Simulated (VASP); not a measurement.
Wanted: the native input for a VASP 6.6.1 run.

- Task: single point
- Functional: r2SCAN
- Potentials or basis: VASP PAW PBE potentials, release 64 (Pt)
- Cutoff: 550 eV
- k mesh: 13 × 13 × 13
- Occupations: methfessel-paxton, width 0.1 eV
- Spin: no spin polarisation
- Dipole correction: no
- Further INCAR settings: ALGO = Normal; EDIFF = 1e-06; NBANDS = 11

The system is Pt.

```xyz
1
Lattice="-1.5842 1.5842 1.5842 1.5842 -1.5842 1.5842 1.5842 1.5842 -1.5842" Properties=species:S:1:pos:R:3 pbc="T T T"
Pt    0.0000    0.0000    0.0000
```

The input as run:

POSCAR

```
Pt
1.0
   -1.5842200000      1.5842200000      1.5842200000
    1.5842200000     -1.5842200000      1.5842200000
    1.5842200000      1.5842200000     -1.5842200000
Pt
1
Direct
    0.0000000000      0.0000000000      0.0000000000
```

INCAR.step1

```
SYSTEM = Pt
PREC = Accurate ; ENCUT = 550
ISMEAR = 1 ; SIGMA = 0.1
LREAL = .FALSE. ; LASPH = .TRUE.
NELM = 120 ; NBANDS = 11
GGA = PE ; ALGO = Normal
EDIFF = 1E-5 ; LWAVE = .TRUE.
LCHARG = .FALSE. ; GGA_COMPAT = .FALSE.
```

INCAR.step2

```
SYSTEM = Pt
PREC = Accurate ; ENCUT = 550
EDIFF = 1E-6 ; ISMEAR = 1
SIGMA = 0.1 ; LREAL = .FALSE.
LASPH = .TRUE. ; NELM = 120
ALGO = Normal ; ISIF = 2
LWAVE = .FALSE. ; LCHARG = .TRUE.
METAGGA = R2SCAN ; LMIXTAU = .TRUE.
LELF = .TRUE. ; LVHAR = .TRUE.
NBANDS = 11 ; ISTART = 1
GGA_COMPAT = .FALSE.
```

KPOINTS

```
Automatic mesh
0
G
  13 13 13
  0 0 0
```

Potentials or basis: VASP PAW PBE potentials, release 64 (Pt).

The run is started by

```bash
$ cat potpaw_PBE.64/Pt/POTCAR > POTCAR
$ cp INCAR.step1 INCAR
$ mpirun -np 1 vasp_std > vasp.out
$ cp INCAR.step2 INCAR
$ mpirun -np 1 vasp_std > vasp.out
```

Results of the run:

The pressure is -5.9 GPa and the band gap on the k mesh is zero (band 5 reaches 10.79 eV, above the bottom of band 6 at 8.59 eV).

Caveat: the PAW data sets were made with another functional, which shifts forces and pressure a little; spin-orbit coupling is left out, which moves the levels of the heavy elements.

Wall time 41 s on 1 thread of Intel(R) Xeon(R) Platinum 8259CL CPU @ 2.50GHz (Skylake/Cascade Lake) (shared host), peak memory 0.15 GiB.
